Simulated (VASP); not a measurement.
Set up this calculation in VASP 6.6.1, as the native input.

```
Task                   : single point
Functional             : revPBE
Potentials or basis    : VASP PAW PBE potentials, release 64 (Ag)
Cutoff                 : 520 eV
k mesh                 : 14 × 14 × 8
Occupations            : fermi-dirac, width 0.1 eV
Spin                   : no spin polarisation
Dipole correction      : no
Further INCAR settings : ALGO = Normal; EDIFF = 1e-06; NBANDS = 18
```

The structure of Ag lies in POSCAR:

```
Ag
1.0
    3.0173686876      0.0000000000      0.0000000000
   -1.5086843438      2.6131179360      0.0000000000
    0.0000000000      0.0000000000      4.8810216945
Ag
2
Direct
    0.3333333333      0.6666666667      0.2500000000
    0.6666666667      0.3333333333      0.7500000000
```

This cell differs from its parent crystal: volume scaled by 1.04.

One way to write it, as run:

INCAR

```
SYSTEM = Ag
PREC     = Accurate       ! precision mode
ENCUT    = 520            ! plane-wave cutoff, eV
EDIFF    = 1E-6           ! SCF threshold, eV
ISMEAR   = -1             ! smearing method
SIGMA    = 0.1            ! smearing width, eV
LREAL    = .FALSE.        ! projectors in reciprocal space
LASPH    = .TRUE.         ! aspherical terms in the spheres
NELM     = 80             ! most SCF steps
ALGO     = Normal         ! electronic algorithm
ISIF     = 2              ! what is computed and relaxed
LWAVE    = .FALSE.        ! write WAVECAR
LCHARG   = .FALSE.        ! write CHGCAR
GGA      = RE             ! functional
NBANDS   = 18             ! bands
```

KPOINTS

```
Automatic mesh
0
G
  14 14 8
  0 0 0
```

Potentials or basis: VASP PAW PBE potentials, release 64 (Ag).

Command:

```console
$ cat potpaw_PBE.64/Ag/POTCAR > POTCAR
$ mpirun -np 1 vasp_std > vasp.out
```

Results of the run:

- Pressure: -2.8 GPa
- Band gap on the k mesh: zero (band 11 reaches 10.37 eV, above the bottom of band 12 at 3.66 eV)

Caveat: the PAW data sets were made with another functional, which shifts forces and pressure a little.

Run time: 19 s on 1 thread of Intel(R) Xeon(R) 6975P-C (Granite Rapids), on a shared host, peak memory 0.2 GiB.
